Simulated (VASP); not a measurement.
# Si (I4/mmm) in VASP: further runs

Si is run at these levels: r2SCAN; tasks: single point.

Everything below comes from runs of VASP 6.6.1. Logs are shortened: lines on timing, memory, paths and dates and some standing lists are left out, and cuts for length are marked.

### 1 The cell of the first run

The structure is tetragonal, space group I4/mmm (No. 139). Conventional cell: a = 6.551 Å, b = 6.551 Å, c = 3.902 Å, α = 90.00°, β = 90.00°, γ = 90.00°. Si (site symmetry m2m) has 4 Si at 2.34 to 2.36 Å within 3.1 Å.

### 2 Single point, r2SCAN (strain -0.015 along x and y, +0.015 along z)

POSCAR reads:

```
Si
1.0
   -3.2755626256      3.2755626256      1.9512214449
    3.2755626256     -3.2755626256      1.9512214449
    3.2755626256      3.2755626256     -1.9512214449
Si
4
Direct
    0.1788010600      0.1788010600      0.3576021200
    0.8211989400      0.8211989400      0.6423978800
    0.1788010600      0.8211989400      0.0000000000
    0.8211989400      0.1788010600      0.0000000000
```

INCAR.step1 reads:

```
SYSTEM = Si
PREC = Accurate
ENCUT = 520
ISMEAR = 0
SIGMA = 0.03
LREAL = .False.
LASPH = .True.
NELM = 80
NBANDS = 16
GGA = PE
ALGO = Normal
EDIFF = 1E-4
LWAVE = .True.
LCHARG = .False.
```

INCAR.step2 reads:

```
SYSTEM = Si
PREC = Accurate
ENCUT = 520
EDIFF = 1E-6
ISMEAR = 0
SIGMA = 0.03
LREAL = .False.
LASPH = .True.
NELM = 80
ALGO = Normal
ISIF = 2
LWAVE = .False.
LCHARG = .False.
METAGGA = R2SCAN
LMIXTAU = .True.
NBANDS = 16
ISTART = 1
```

KPOINTS reads:

```
regular mesh
0
Gamma
  10 10 10
  0 0 0
```

Potentials or basis: VASP PAW PBE potentials, release 64 (Si).

Run with:

```sh
$ cat potpaw_PBE.64/Si/POTCAR > POTCAR
$ cp INCAR.step1 INCAR
$ mpirun -np 1 vasp_std > vasp.out
$ cp INCAR.step2 INCAR
$ mpirun -np 1 vasp_std > vasp.out
```

OUTCAR:

```text
SYSTEM = Si
   PREC = Accurate
   ENCUT = 520
   EDIFF = 1E-6
   ISMEAR = 0
   LREAL = .False.
   LASPH = .True.
   NELM = 80
   ISIF = 2
   METAGGA = R2SCAN
   ISTART = 1

 ion  position               nearest neighbor table
   1  0.179  0.179  0.358-   3 2.34   4 2.34   2 2.36   2 2.36
   2  0.821  0.821  0.642-   3 2.34   4 2.34   1 2.36   1 2.36
   3  0.179  0.821  0.000-   1 2.34   2 2.34   4 2.36   4 2.36
   4  0.821  0.179  0.000-   1 2.34   2 2.34   3 2.36   3 2.36

  LATTYP: Found a body centered tetragonal cell.
 ALAT       =     6.5511252512
 C/A-ratio  =     0.5956904715

  Lattice vectors:

 A1 = (  -3.2755626256,   3.2755626256,   1.9512214449)
 A2 = (   3.2755626256,  -3.2755626256,   1.9512214449)
 A3 = (   3.2755626256,   3.2755626256,  -1.9512214449)

Analysis of symmetry for initial positions (statically):
=====================================================================
 Subroutine PRICEL returns:
 Original cell was already a primitive cell.

 Routine SETGRP: Setting up the symmetry group for a
 body centered tetragonal supercell.

 Subroutine GETGRP returns: Found 16 space group operations
 (whereof 16 operations were pure point group operations)
 out of a pool of 16 trial point group operations.

The static configuration has the point symmetry D_4h.

Analysis of symmetry for dynamics (positions and initial velocities):
=====================================================================
 Subroutine PRICEL returns:
 Original cell was already a primitive cell.

 Routine SETGRP: Setting up the symmetry group for a
 body centered tetragonal supercell.

 Subroutine GETGRP returns: Found 16 space group operations
 (whereof 16 operations were pure point group operations)
 out of a pool of 16 trial point group operations.

The dynamic configuration has the point symmetry D_4h.

 Subroutine INISYM returns: Found 16 space group operations
 (whereof 16 operations are pure point group operations),
 and found     1 'primitive' translations

----------------------------------------------------------------------------------------

                                     Primitive cell

  volume of cell :      83.7410

  direct lattice vectors                    reciprocal lattice vectors
    -3.275562626  3.275562626  1.951221445     0.000000000  0.152645532  0.256249746
     3.275562626 -3.275562626  1.951221445     0.152645532  0.000000000  0.256249746
     3.275562626  3.275562626 -1.951221445     0.152645532  0.152645532  0.000000000

  length of vectors
     5.026518294  5.026518294  5.026518294     0.298269326  0.298269326  0.215873382

  position of ions in fractional coordinates (direct lattice)
     0.178801060  0.178801060  0.357602120
     0.821198940  0.821198940  0.642397880
     0.178801060  0.821198940  0.000000000
     0.821198940  0.178801060  0.000000000

  ion indices of the primitive-cell ions
   primitive index   ion index
                 1           1
                 2           2
                 3           3
                 4           4

----------------------------------------------------------------------------------------

 KPOINTS: regular mesh

Automatic generation of k-mesh.
 Grid dimensions read from file:
 generate k-points for:   10   10   10

 Generating k-lattice:

  Cartesian coordinates                     Fractional coordinates (reciprocal lattice)
     0.000000000  0.015264553  0.025624975     0.100000000 -0.000000000  0.000000000
     0.015264553  0.000000000  0.025624975    -0.000000000  0.100000000  0.000000000
     0.015264553  0.015264553  0.000000000     0.000000000  0.000000000  0.100000000

  Length of vectors
     0.029826933  0.029826933  0.021587338

  Shift w.r.t. Gamma in fractional coordinates (k-lattice)
     0.000000000  0.000000000  0.000000000

 Subroutine IBZKPT returns following result:
 ===========================================

 Found    102 irreducible k-points:

 Following reciprocal coordinates:
            Coordinates               Weight
  0.000000  0.000000  0.000000      1.000000
  0.100000  0.000000  0.000000      8.000000
  0.200000  0.000000  0.000000      8.000000
  0.300000  0.000000  0.000000      8.000000
  0.400000  0.000000 -0.000000      8.000000
  0.500000  0.000000  0.000000      4.000000
[... 16 lines left out ...]
  0.300000  0.300000  0.000000      8.000000
  0.400000  0.300000 -0.000000     16.000000
 [... further k-points ...]
   k-points           NKPTS =    102   k-points in BZ     NKDIM =    102   number of bands    NBANDS=     16
   number of dos      NEDOS =    301   number of ions     NIONS =      4
   total plane-waves  NPLWV =  64000
   dimension x,y,z NGX =    40 NGY =   40 NGZ =   40
   dimension x,y,z NGXF=    80 NGYF=   80 NGZF=   80
   ions per type =               4
   NGX,Y,Z   is equivalent  to a cutoff of  13.23, 13.23, 13.23 a.u.
   NGXF,Y,Z  is equivalent  to a cutoff of  26.46, 26.46, 26.46 a.u.
 SYSTEM =  Si
   PREC   = accura    normal or accurate (medium, high low for compatibility)
   ISTART =      1    job   : 0-new  1-cont  2-samecut
   ICHARG =      0    charge: 1-file 2-atom 10-const
   ISPIN  =      1    spin polarized calculation?
   LNONCOLLINEAR =      F non collinear calculations
   LSORBIT =      F    spin-orbit coupling
   LASPH  =      T    aspherical Exc in radial PAW
   ENCUT  =  520.0 eV  38.22 Ry    6.18 a.u.   9.35  9.35  9.35*2*pi/ulx,y,z
   NELM   =     80;   NELMIN=  2; NELMDL=  0     # of ELM steps
   EDIFF  = 0.1E-05   stopping-criterion for ELM
   LREAL  =      F    real-space projection
   EDIFFG = 0.1E-04   stopping-criterion for IOM
   NSW    =      0    number of steps for IOM
   IBRION =     -1    ionic relax: 0-MD 1-quasi-New 2-CG
   NFREE  =      0    steps in history (QN), initial steepest desc. (CG)
   ISIF   =      2    stress and relaxation
   ISYM   =      2    0-nonsym 1-usesym 2-fastsym
   POTIM  = 0.5000    time-step for ionic-motion
   TEBEG  =    0.0;   TEEND  =   0.0 temperature during run
   PSTRESS=    0.0 pullay stress
   NELECT =      16.0000    total number of electrons
   NUPDOWN=      -1.0000    fix difference up-down
   EMIN   =  10.00;   EMAX   =-10.00  energy-range for DOS
   EFERMI =   0.00;   METHOD = LEGACY
   ISMEAR =     0;   SIGMA  =   0.03  broadening in eV -4-tet -1-fermi 0-gaus
   EFERMI_NEDOS =   21; number of points for ismear=-14 and -15
   IALGO  =     38    algorithm
   IMIX   =      4    mixing-type and parameters
     AMIX     =   0.40;   BMIX     =  1.00
     AMIX_MAG =   1.60;   BMIX_MAG =  1.00
  volume/ion in A,a.u.               =      20.94       141.28
  Fermi-wavevector in a.u.,A,eV,Ry     =   0.942907  1.781835 12.096572  0.889073
  Thomas-Fermi vector in A             =   2.070562
   LORBIT       =      0    0 simple, 1 ext, 2 COOP (PROOUT), +10 PAW based schemes
   METAGGA = R2SCAN    functional components
   LHFCALC =     F    Hartree Fock is set to
   AEXX    =    0.0000 exact exchange contribution
   IVDW    =     0    specifies the selected vdW correction
   LEPSILON=     F    determine dielectric tensor
   LRPA    =     F    only Hartree local field effects (RPA)
 non-spin polarized calculation
 Gauss-broadening in eV      SIGMA  =   0.03
  energy-cutoff  :      520.00
  volume of cell :       83.74
 maximum number of plane-waves:      2278
 NGX is ok and might be reduce to    40
   NGX = 19   NGY = 19   NGZ = 19

 number of electron      16.0000000 magnetization

 Free energy of the ion-electron system (eV)
  ---------------------------------------------------
  ext. energy  EPLUGINS =         0.00000000
  ---------------------------------------------------
  free energy    TOTEN  =       -34.59435005 eV

  energy without entropy =      -34.59435005  energy(sigma->0) =      -34.59435005

 E-fermi :   5.6860     XC(G=0):  -9.5958

 val. band max:        5.5866498014   @ k =   0.5000   0.5000   0.5000
 cond. band min:       5.7823791232   @ k =   0.5000   0.5000   0.5000
 fundamental gap:      0.1957293218
 Fermi energy:         5.6860318905

 k-point     1 :       0.0000    0.0000    0.0000
  band No.  band energies     occupation
      1      -7.2270      2.00000
      2      -2.4475      2.00000
      3      -0.3109      2.00000
      4      -0.3109      2.00000
      5       1.5006      2.00000
      6       3.7839      2.00000
[... 8 lines left out ...]
     15      11.0095      0.00000
     16      13.0591      0.00000

 k-point     2 :       0.1000    0.0000    0.0000
  band No.  band energies     occupation
      1      -7.1135      2.00000
      2      -2.4982      2.00000
      3      -0.4822      2.00000
      4      -0.1303      2.00000
      5       1.5991      2.00000
      6       3.1893      2.00000
[... 8 lines left out ...]
     15      10.6651      0.00000
     16      13.5752      0.00000

 k-point     3 :       0.2000    0.0000    0.0000
  band No.  band energies     occupation
      1      -6.7793      2.00000
      2      -2.5644      2.00000
      3      -0.9628      2.00000
      4       0.1492      2.00000
      5       1.7383      2.00000
      6       2.1618      2.00000
[... 8 lines left out ...]
     15      11.2647      0.00000
     16      13.0997      0.00000

 k-point     4 :       0.3000    0.0000    0.0000
  band No.  band energies     occupation
      1      -6.2509      2.00000
      2      -2.5388      2.00000
      3      -1.7428      2.00000
      4      -0.0500      2.00000
      5       1.3325      2.00000
      6       1.8695      2.00000
[... 8 lines left out ...]
     15      12.1929      0.00000
     16      12.3788      0.00000
[... 324 lines left out ...]
 k-point    22 :      -0.2000    0.2000    0.0000
  band No.  band energies     occupation
      1      -6.9899      2.00000
      2      -3.3787      2.00000
      3      -0.2003      2.00000
      4      -0.1275      2.00000
      5       2.5624      2.00000
      6       3.5345      2.00000
[... 8 lines left out ...]
     15      11.5080      0.00000
     16      13.9044      0.00000

 k-point    23 :       0.3000    0.3000    0.0000
  band No.  band energies     occupation
      1      -5.1298      2.00000
      2      -3.5116      2.00000
      3      -2.6822      2.00000
      4      -0.3981      2.00000
      5       0.8373      2.00000
      6       2.4733      2.00000
[... 8 lines left out ...]
     15      12.7113      0.00000
     16      13.4911      0.00000

 k-point    24 :       0.4000    0.3000   -0.0000
  band No.  band energies     occupation
      1      -5.4866      2.00000
      2      -4.1059      2.00000
      3      -1.9922      2.00000
      4       0.2180      2.00000
      5       1.0974      2.00000
      6       2.3626      2.00000
[... 8 lines left out ...]
     15      12.0551      0.00000
     16      12.5804      0.00000

 [... further k-points ...]
[... 5 lines left out ...]
  --------------------------------------------------------------------------------------
  -------------------------------------------------------------------------------------
  Total        1.6917854      1.6917854     -1.4046846      0.0000000      0.0000000      0.0000000
  in kB       32.3681213     32.3681213    -26.8751588      0.0000000      0.0000000      0.0000000
  external PRESSURE =      12.6203613 kB  Pullay stress =       0.0000000 kB

 VOLUME and BASIS-vectors are now :
 -----------------------------------------------------------------------------
  energy-cutoff  :      520.00
  volume of cell :       83.74
      direct lattice vectors                 reciprocal lattice vectors
    -3.275562626  3.275562626  1.951221445     0.000000000  0.152645532  0.256249746
     3.275562626 -3.275562626  1.951221445     0.152645532  0.000000000  0.256249746
     3.275562626  3.275562626 -1.951221445     0.152645532  0.152645532  0.000000000

 POSITION                                       TOTAL-FORCE (eV/Angst)
 -----------------------------------------------------------------------------------
      1.17135      1.17135     -0.00000         0.268245      0.268245     -0.000000
      2.10421      2.10421      1.95122        -0.268245     -0.268245      0.000000
      2.10421     -2.10421      1.95122        -0.268245      0.268245      0.000000
     -2.10421      2.10421      1.95122         0.268245     -0.268245      0.000000
 -----------------------------------------------------------------------------------
    total drift:                               -0.000000     -0.000000      0.000000

  FREE ENERGIE OF THE ION-ELECTRON SYSTEM (eV)
  ---------------------------------------------------
  free  energy   TOTEN  =       -34.5943500509 eV

  energy  without entropy=      -34.5943500497  energy(sigma->0) =      -34.59435005
```

It took 5.2 min on 1 thread of Intel Xeon Platinum 8488C (Sapphire Rapids), shared host; peak memory 0.3 GiB.

Results:

| Quantity | Value |
| --- | --- |
| Free energy | -34.5944 eV |
| Pressure | 1.3 GPa |
| Largest force | 0.379 eV/Å |
| Band gap on the k mesh | 0.20 eV |

Forces in eV/Å, atoms in the order of the input:
```
Si   0.268  0.268  0.000
Si  -0.268 -0.268  0.000
Si  -0.268  0.268  0.000
Si   0.268 -0.268  0.000
```

Stress tensor (GPa, compression positive):
```
 3.24  0.00  0.00
 0.00  3.24  0.00
 0.00  0.00 -2.69
```

Caveat: the cell differs from its parent crystal (strain -0.015 along x and y, +0.015 along z); the stress differs along the axes, from -3 to 3 GPa; semilocal functionals underestimate gaps, and a narrow one can read as zero; the PAW data sets were made with another functional, which shifts forces and pressure a little.

(Continued in part 2 of 2.)
